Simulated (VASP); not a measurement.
# BaF2 (Fm-3m) in VASP: single point with PBEsol

Aim: the single point of BaF2 with PBEsol.

Everything below comes from runs of VASP 6.6.1. Logs are shortened: lines on timing, memory, paths and dates and some standing lists are left out, and cuts for length are marked.

### 1 The cell of the first run

It takes space group Fm-3m (No. 225, cubic). Conventional cell: a = 6.243 Å, b = 6.243 Å, c = 6.243 Å, α = 90.00°, β = 90.00°, γ = 90.00°. Ba (site symmetry m-3m) has 8 F at 2.70 Å within 3.6 Å. F (site symmetry -43m) has 4 Ba at 2.70 Å and 6 F at 3.12 Å within 3.6 Å.

### 2 Single point, PBEsol

Input file INCAR:

```
  ALGO = Normal
  EDIFF = 1E-6
  ENCUT = 600
  GGA = PS
  GGA_COMPAT = False
  ISIF = 2
  ISMEAR = 0
  LASPH = True
  LCHARG = False
  LREAL = False
  LWAVE = False
  NBANDS = 46
  NELM = 120
  PREC = Accurate
  SIGMA = 0.02
```

Input file KPOINTS:

```
k-points
0
Gamma
  6 6 6
```

Input file POSCAR:

```
BaF2
1.0
    0.0000000000      3.1217106868     -3.1217106868
    6.2434213736      0.0000000000      0.0000000000
   -3.1217106868     -6.2434213736     -3.1217106868
Ba F
3 6
Direct
    0.0000000000      0.0000000000      0.0000000000
    0.3333333333      0.3333333333      0.6666666667
    0.6666666667      0.6666666667      0.3333333333
    0.1666666667      0.4166666667      0.3333333333
    0.5000000000      0.7500000000      0.0000000000
    0.8333333333      0.0833333333      0.6666666667
    0.8333333333      0.5833333333      0.6666666667
    0.1666666667      0.9166666667      0.3333333333
    0.5000000000      0.2500000000      0.0000000000
```

Potentials or basis: VASP PAW PBE potentials, release 64 (Ba_sv, F).

Command:

```bash
> cat potpaw_PBE.64/Ba_sv/POTCAR potpaw_PBE.64/F/POTCAR > POTCAR
> mpirun -np 1 vasp_std > vasp.out
```

OUTCAR:

```text
EDIFF = 1E-6
   ENCUT = 600
   GGA = PS
   ISIF = 2
   ISMEAR = 0
   LASPH = True
   LREAL = False
   NELM = 120
   PREC = Accurate

 ion  position               nearest neighbor table
   1  0.000  0.000  0.000-   6 2.70   8 2.70   4 2.70   7 2.70   5 2.70   9 2.70   5 2.70   9 2.70
                             2 4.41   3 4.41   3 4.41   2 4.41   2 4.41   3 4.41   2 4.41   3 4.41
   2  0.333  0.333  0.667-   9 2.70   6 2.70   7 2.70   8 2.70   5 2.70   6 2.70   7 2.70   4 2.70
                             3 4.41   1 4.41   3 4.41   1 4.41   1 4.41   3 4.41   1 4.41   1 4.41
   3  0.667  0.667  0.333-   5 2.70   4 2.70   6 2.70   8 2.70   9 2.70   4 2.70   8 2.70   7 2.70
                             2 4.41   2 4.41   1 4.41   1 4.41   1 4.41   2 4.41   1 4.41   1 4.41
   4  0.167  0.417  0.333-   1 2.70   3 2.70   3 2.70   2 2.70
   5  0.500  0.750  0.000-   3 2.70   2 2.70   1 2.70   1 2.70
   6  0.833  0.083  0.667-   1 2.70   2 2.70   3 2.70   2 2.70
   7  0.833  0.583  0.667-   1 2.70   2 2.70   2 2.70   3 2.70
   8  0.167  0.917  0.333-   1 2.70   2 2.70   3 2.70   3 2.70
   9  0.500  0.250  0.000-   2 2.70   1 2.70   3 2.70   1 2.70

  LATTYP: Found a body centered orthorhombic cell.
 ALAT       =     4.4147655911
 B/A-ratio  =     1.4142135624
 C/A-ratio  =     3.0000000000

  Lattice vectors:

 A1 = (   3.1217106868,   6.2434213736,   3.1217106868)
 A2 = (  -3.1217106868,   3.1217106868,   6.2434213736)
 A3 = (   3.1217106868,  -6.2434213736,  -3.1217106868)

Analysis of symmetry for initial positions (statically):
=====================================================================
 Subroutine PRICEL returns following result:

  LATTYP: Found a face centered cubic cell.
 ALAT       =     6.2434213727

  Lattice vectors:

 A1 = (  -0.0000000009,   3.1217106859,  -3.1217106868)
 A2 = (   3.1217106865,   3.1217106865,   0.0000000000)
 A3 = (   3.1217106862,  -0.0000000006,  -3.1217106868)

   3 primitive cells build up your supercell.

 Routine SETGRP: Setting up the symmetry group for a
 body centered orthorhombic supercell.

 Subroutine GETGRP returns: Found  8 space group operations
 (whereof  8 operations were pure point group operations)
 out of a pool of  8 trial point group operations.

The static configuration has the point symmetry D_2h.

Analysis of symmetry for dynamics (positions and initial velocities):
=====================================================================
 Subroutine PRICEL returns following result:

  LATTYP: Found a face centered cubic cell.
 ALAT       =     6.2434213727

  Lattice vectors:

 A1 = (  -0.0000000009,   3.1217106859,  -3.1217106868)
 A2 = (   3.1217106865,   3.1217106865,   0.0000000000)
 A3 = (   3.1217106862,  -0.0000000006,  -3.1217106868)

   3 primitive cells build up your supercell.

 Routine SETGRP: Setting up the symmetry group for a
 body centered orthorhombic supercell.

 Subroutine GETGRP returns: Found  8 space group operations
 (whereof  8 operations were pure point group operations)
 out of a pool of  8 trial point group operations.

The dynamic configuration has the point symmetry D_2h.

 Subroutine INISYM returns: Found  8 space group operations
 (whereof  8 operations are pure point group operations),
 and found     3 'primitive' translations

----------------------------------------------------------------------------------------

                                     Primitive cell

  volume of cell :      60.8426

  direct lattice vectors                    reciprocal lattice vectors
    -0.000000001  3.121710686 -3.121710687    -0.160168590  0.160168590 -0.160168590
     3.121710686  3.121710686  0.000000000     0.160168590  0.160168590  0.160168590
     3.121710686 -0.000000001 -3.121710687     0.160168590 -0.160168590 -0.160168590

  length of vectors
     4.414765590  4.414765591  4.414765591     0.277420136  0.277420136  0.277420136

  position of ions in fractional coordinates (direct lattice)
     0.000000000  0.000000000  0.000000000
     0.750000000  0.750000000  0.750000000
     0.250000000  0.250000000  0.250000000

  ion indices of the primitive-cell ions
   primitive index   ion index
                 1           1
                 2           6
                 3           8

----------------------------------------------------------------------------------------

 KPOINTS: k-points

Automatic generation of k-mesh.
 Grid dimensions read from file:
 generate k-points for:    6    6    6

 Generating k-lattice:

  Cartesian coordinates                     Fractional coordinates (reciprocal lattice)
     0.000000000  0.017796510 -0.035593020     0.166666667  0.000000000  0.000000000
     0.026694765 -0.008898255 -0.008898255     0.000000000  0.166666667 -0.000000000
     0.000000000 -0.017796510 -0.017796510     0.000000000  0.000000000  0.166666667

  Length of vectors
     0.039794206  0.029512173  0.025168066

  Shift w.r.t. Gamma in fractional coordinates (k-lattice)
     0.000000000  0.000000000  0.000000000

 Subroutine IBZKPT returns following result:
 ===========================================

 Found     46 irreducible k-points:

 Following reciprocal coordinates:
            Coordinates               Weight
  0.000000  0.000000  0.000000      1.000000
  0.166667  0.000000  0.000000      4.000000
  0.333333  0.000000  0.000000      4.000000
  0.500000  0.000000  0.000000      2.000000
  0.000000  0.166667 -0.000000      4.000000
  0.166667  0.166667  0.000000      8.000000
[... 16 lines left out ...]
  0.333333  0.000000  0.166667      4.000000
  0.500000  0.000000  0.166667      4.000000
 [... further k-points ...]
   k-points           NKPTS =     46   k-points in BZ     NKDIM =     46   number of bands    NBANDS=     46
   number of dos      NEDOS =    301   number of ions     NIONS =      9
   total plane-waves  NPLWV = 115200
   dimension x,y,z NGX =    36 NGY =   50 NGZ =   64
   dimension x,y,z NGXF=    72 NGYF=  100 NGZF=  128
   ions per type =               3   6
   NGX,Y,Z   is equivalent  to a cutoff of  13.56, 13.31, 13.91 a.u.
   NGXF,Y,Z  is equivalent  to a cutoff of  27.11, 26.63, 27.83 a.u.
 SYSTEM =  unknown system
   PREC   = accura    normal or accurate (medium, high low for compatibility)
   ISTART =      0    job   : 0-new  1-cont  2-samecut
   ICHARG =      2    charge: 1-file 2-atom 10-const
   ISPIN  =      1    spin polarized calculation?
   LNONCOLLINEAR =      F non collinear calculations
   LSORBIT =      F    spin-orbit coupling
   LASPH  =      T    aspherical Exc in radial PAW
   ENCUT  =  600.0 eV  44.10 Ry    6.64 a.u.   8.82 12.47 15.27*2*pi/ulx,y,z
   NELM   =    120;   NELMIN=  2; NELMDL= -5     # of ELM steps
   EDIFF  = 0.1E-05   stopping-criterion for ELM
   LREAL  =      F    real-space projection
   EDIFFG = 0.1E-04   stopping-criterion for IOM
   NSW    =      0    number of steps for IOM
   IBRION =     -1    ionic relax: 0-MD 1-quasi-New 2-CG
   NFREE  =      0    steps in history (QN), initial steepest desc. (CG)
   ISIF   =      2    stress and relaxation
   ISYM   =      2    0-nonsym 1-usesym 2-fastsym
   POTIM  = 0.5000    time-step for ionic-motion
   TEBEG  =    0.0;   TEEND  =   0.0 temperature during run
   PSTRESS=    0.0 pullay stress
   NELECT =      72.0000    total number of electrons
   NUPDOWN=      -1.0000    fix difference up-down
   EMIN   =  10.00;   EMAX   =-10.00  energy-range for DOS
   EFERMI =   0.00;   METHOD = LEGACY
   ISMEAR =     0;   SIGMA  =   0.02  broadening in eV -4-tet -1-fermi 0-gaus
   EFERMI_NEDOS =   21; number of points for ismear=-14 and -15
   IALGO  =     38    algorithm
   IMIX   =      4    mixing-type and parameters
     AMIX     =   0.40;   BMIX     =  1.00
     AMIX_MAG =   1.60;   BMIX_MAG =  1.00
  volume/ion in A,a.u.               =      20.28       136.86
  Fermi-wavevector in a.u.,A,eV,Ry     =   1.200630  2.268862 19.612973  1.441513
  Thomas-Fermi vector in A             =   2.336461
   LORBIT       =      0    0 simple, 1 ext, 2 COOP (PROOUT), +10 PAW based schemes
   GGA     = PS    functional components
   LHFCALC =     F    Hartree Fock is set to
   AEXX    =    0.0000 exact exchange contribution
   IVDW    =     0    specifies the selected vdW correction
   LEPSILON=     F    determine dielectric tensor
   LRPA    =     F    only Hartree local field effects (RPA)
 non-spin polarized calculation
 Gauss-broadening in eV      SIGMA  =   0.02
  energy-cutoff  :      600.00
  volume of cell :      182.53
 maximum number of plane-waves:      6125
   NGX = 17   NGY = 25   NGZ = 31

 number of electron      72.0000029 magnetization

 Free energy of the ion-electron system (eV)
  ---------------------------------------------------
  ext. energy  EPLUGINS =         0.00000000
  ---------------------------------------------------
  free energy    TOTEN  =       -52.91086743 eV

  energy without entropy =      -52.91086743  energy(sigma->0) =      -52.91086743

 E-fermi :  -2.1008     XC(G=0):  -8.8121

 val. band max:       -2.2692188726   @ k =   0.0000   0.0000   0.3333
 cond. band min:       4.2704222354   @ k =   0.0000   0.0000   0.0000
 fundamental gap:      6.5396411080
 Fermi energy:        -2.1008251186

 k-point     1 :       0.0000    0.0000    0.0000
  band No.  band energies     occupation
      1     -25.4067      2.00000
      2     -25.1704      2.00000
      3     -25.1704      2.00000
      4     -21.2682      2.00000
      5     -21.2682      2.00000
      6     -21.2307      2.00000
[... 38 lines left out ...]
     45       7.1940      0.00000
     46       7.8740      0.00000

 k-point     2 :       0.1667    0.0000    0.0000
  band No.  band energies     occupation
      1     -25.3726      2.00000
      2     -25.1721      2.00000
      3     -25.1570      2.00000
      4     -21.2751      2.00000
      5     -21.2656      2.00000
      6     -21.2464      2.00000
[... 38 lines left out ...]
     45       7.3644      0.00000
     46       7.4625      0.00000

 k-point     3 :       0.3333    0.0000    0.0000
  band No.  band energies     occupation
      1     -25.2894      2.00000
      2     -25.1610      2.00000
      3     -25.1585      2.00000
      4     -21.3261      2.00000
      5     -21.2762      2.00000
      6     -21.2429      2.00000
[... 38 lines left out ...]
     45       7.5579      0.00000
     46       7.8723      0.00000

 k-point     4 :       0.5000    0.0000    0.0000
  band No.  band energies     occupation
      1     -25.2039      2.00000
      2     -25.2039      2.00000
      3     -25.1538      2.00000
      4     -21.3558      2.00000
      5     -21.2582      2.00000
      6     -21.2582      2.00000
[... 920 lines left out ...]
     45       7.4441      0.00000
     46       7.5900      0.00000

 k-point    23 :       0.3333    0.0000    0.1667
  band No.  band energies     occupation
      1     -25.2598      2.00000
      2     -25.1845      2.00000
      3     -25.1666      2.00000
      4     -21.3123      2.00000
      5     -21.2615      2.00000
      6     -21.2438      2.00000
[... 38 lines left out ...]
     45       7.5424      0.00000
     46       7.6566      0.00000

 k-point    24 :       0.5000    0.0000    0.1667
  band No.  band energies     occupation
      1     -25.2182      2.00000
      2     -25.1817      2.00000
      3     -25.1618      2.00000
      4     -21.3405      2.00000
      5     -21.3019      2.00000
      6     -21.2298      2.00000
[... 38 lines left out ...]
     45       7.7039      0.00000
     46       8.1370      0.00000

 [... further k-points ...]

------------------------ aborting loop because EDIFF is reached ----------------------------------------

  FORCE on cell =-STRESS in cart. coord.  units (eV):
  Direction    XX          YY          ZZ          XY          YZ          ZX
  --------------------------------------------------------------------------------------
  -------------------------------------------------------------------------------------
  Total       -2.1244840     -2.1239844     -2.1239844      0.0000000     -0.0002150      0.0000000
  in kB      -18.6481109    -18.6437255    -18.6437255      0.0000000     -0.0018871      0.0000000
  external PRESSURE =     -18.6451873 kB  Pullay stress =       0.0000000 kB

 VOLUME and BASIS-vectors are now :
 -----------------------------------------------------------------------------
  energy-cutoff  :      600.00
  volume of cell :      182.53
      direct lattice vectors                 reciprocal lattice vectors
     0.000000000  3.121710687 -3.121710687     0.000000000  0.106779060 -0.213558120
     6.243421374  0.000000000  0.000000000     0.160168590 -0.053389530 -0.053389530
    -3.121710687 -6.243421374 -3.121710687     0.000000000 -0.106779060 -0.106779060

 POSITION                                       TOTAL-FORCE (eV/Angst)
 -----------------------------------------------------------------------------------
      0.00000      0.00000      0.00000         0.000000     -0.000000     -0.000000
     -0.00000     -3.12171     -3.12171         0.000000      0.000000     -0.000000
      3.12171      0.00000     -3.12171         0.000000      0.000000      0.000000
      1.56086     -1.56086     -1.56086         0.000007     -0.000000     -0.000000
      4.68257      1.56086     -1.56086         0.000007     -0.000000      0.000000
     -1.56086     -1.56086     -4.68257         0.000007      0.000000     -0.000000
      1.56086     -1.56086     -4.68257        -0.000007     -0.000000      0.000000
      4.68257     -1.56086     -1.56086        -0.000007     -0.000000     -0.000000
      1.56086      1.56086     -1.56086        -0.000007      0.000000      0.000000
 -----------------------------------------------------------------------------------
    total drift:                                0.000000      0.000000      0.000000

  FREE ENERGIE OF THE ION-ELECTRON SYSTEM (eV)
  ---------------------------------------------------
  free  energy   TOTEN  =       -52.9108674284 eV

  energy  without entropy=      -52.9108674284  energy(sigma->0) =      -52.91086743
```

It took 6.5 min on 1 thread of Intel Xeon Platinum 8375C at 2.90GHz (Ice Lake), shared host; peak memory 0.55 GiB.

Results:

```yaml
Free_energy: -52.9109 eV
Pressure: -1.9 GPa
Band_gap_on_the_k_mesh: 6.54 eV
```

Caveat: the PAW data sets were made with another functional, which shifts forces and pressure a little; spin-orbit coupling is left out, which moves the levels of the heavy elements.
